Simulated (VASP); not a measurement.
Runs of VASP 6.6.1 on SiO2. The structure is that of space group P4_2/mnm (No. 136), or close to it. The cells are those of the table. 

```tsv
task	cell	k mesh	smearing	gap on the mesh (eV)	pressure (GPa)	largest force (eV/Å)
single point	a = 4.195, b = 4.195, c = 2.678 Å, 6 atoms	6 × 6 × 8	gaussian 0.05 eV	5.36	0.4	0.03
relaxation of cell and atoms	relaxed from a = 4.233, b = 4.233, c = 2.693 Å, 6 atoms	6 × 6 × 8	gaussian 0.02 eV	5.34	0.0	-
single point	a = 4.195, b = 4.195, c = 2.678 Å, 6 atoms	6 × 6 × 8	gaussian 0.02 eV	5.36	0.4	0.03
single point	a = 4.233, b = 4.233, c = 2.693 Å, 6 atoms	4 × 4 × 6	gaussian 0.1 eV	4.99	(a)	-
```

Alike in all rows: level PBEsol; potentials or basis VASP PAW PBE potentials, release 64 (Si, O); no spin polarisation; cutoff (eV) 600.

Question: Fill in the values left out.

Answer: (a) -6.4.

Caveats: the PAW data sets were made with another functional, which shifts forces and pressure a little.

A k mesh can miss the band edges.
